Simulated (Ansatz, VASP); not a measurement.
**NbTe in VASP and in Ansatz**

File INCAR:

```
SYSTEM = NbTe
PREC = Accurate ; ENCUT = 600
EDIFF = 1E-6 ; ISMEAR = -1
SIGMA = 0.1 ; LREAL = .FALSE.
LASPH = .TRUE. ; NELM = 100
ALGO = Normal ; ISIF = 3
LWAVE = .FALSE. ; LCHARG = .FALSE.
GGA = PS ; IBRION = 2
NSW = 60 ; EDIFFG = -0.005
```

File KPOINTS:

```
regular mesh
0
G
  12 12 12
  0 0 0
```

File POSCAR:

```
NbTe
1.0
    3.2403561128      0.0000000000      0.0000000000
    0.0000000000      3.2403561128      0.0000000000
    0.0000000000      0.0000000000      3.2403561128
Nb Te
1 1
Direct
    0.0000000000      0.0000000000      0.0000000000
    0.5000000000      0.5000000000      0.5000000000
```

Input for Ansatz:

```yaml
crystal:
  lattice:
    - [3.2403561128, 0.0, 0.0]
    - [0.0, 3.2403561128, 0.0]
    - [0.0, 0.0, 3.2403561128]
  atoms:
    - { symbol: Nb, position: [0.0, 0.0, 0.0] }
    - { symbol: Te, position: [0.5, 0.5, 0.5] }
kpoints:
  mp_grid: { grid: [12, 12, 12] }
scf:
  occupations: { method: fermi_dirac, width: 0.1 }
hamiltonian:
  xc: pbesol
  pseudopotentials: { kind: paw }
output:
  forces: true
  stress: true
  write_density: true
  write_potential: true
  elf: true
  volumetric_format: npy
relax:
  f_tol: 0.005
  max_steps: 40
  cell: {}
```

Alike in both runs: task relaxation of cell and atoms; functional PBEsol; k mesh 12 × 12 × 12; occupations fermi-dirac, width 0.1 eV; no spin polarisation.

|  | VASP | Ansatz |
| --- | --- | --- |
| version | VASP 6.6.1 | Ansatz 0.2.0 |
| potentials or method | VASP PAW PBE potentials, release 64 (Nb_sv, Te) | PAW with Ansatz's default frozen-core files, scalar-relativistic |
| plane-wave cutoff (eV) | 600 | 420 |
| valence electrons in the cell | 19 | 29 |

```csv
,VASP,Ansatz,Ansatz less VASP
relaxed volume (Å³/atom),19.39,19.39,+0.004
relaxed cell length with the largest relative difference (Å),3.385,3.385,+0.0003
```

VASP's potentials were made for PBE, not for PBEsol. VASP's potentials hold 19 valence electrons a cell and Ansatz's 29, so a difference there can come from the potentials and not from the codes.

Spin-orbit coupling is off throughout.
